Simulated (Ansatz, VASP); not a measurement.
HgTe in VASP and in Ansatz

```
CELL_PARAMETERS angstrom
0.00000 3.21450 3.21450
3.21450 0.00000 3.21450
3.21450 3.21450 0.00000
ATOMIC_POSITIONS crystal
Hg 0.99737 0.00315 0.99558
Te 0.74873 0.75226 0.74921
```

Change from the starting cell: atoms moved at random, drawn with an rms of 0.05 Å.

Alike in both runs: task single point; functional PBEsol; k mesh 7 × 7 × 7; occupations fermi-dirac, width 0.05 eV; no spin polarisation.

|  | VASP | Ansatz |
| --- | --- | --- |
| version | VASP 6.6.1 | Ansatz 0.2.0 |
| potentials or method | VASP PAW PBE potentials, release 64 (Hg, Te), cutoff 520 eV | all-electron LAPW, scalar-relativistic |

|  | VASP | Ansatz | Ansatz less VASP |
| --- | --- | --- | --- |
| gap on the k mesh at the Fermi level (eV) | none | none | - |
| pressure (GPa) | 1.9 | 1.8 | -0.12 |
| traceless stress, the component that is largest in VASP (GPa) | 0.25 | 0.24 | -0.007 |
| rms of the force components (eV/Å) | 0.044 | 0.043 | -0.0012 |

VASP's potentials were made for PBE, not for PBEsol. Atom by atom the forces differ by 0.001 eV/Å (rms over components). A gap of «none» marks a metal or a gap that the smearing closes. Ansatz ran all-electron here, and VASP with PAW potentials.

Spin-orbit coupling is off throughout.
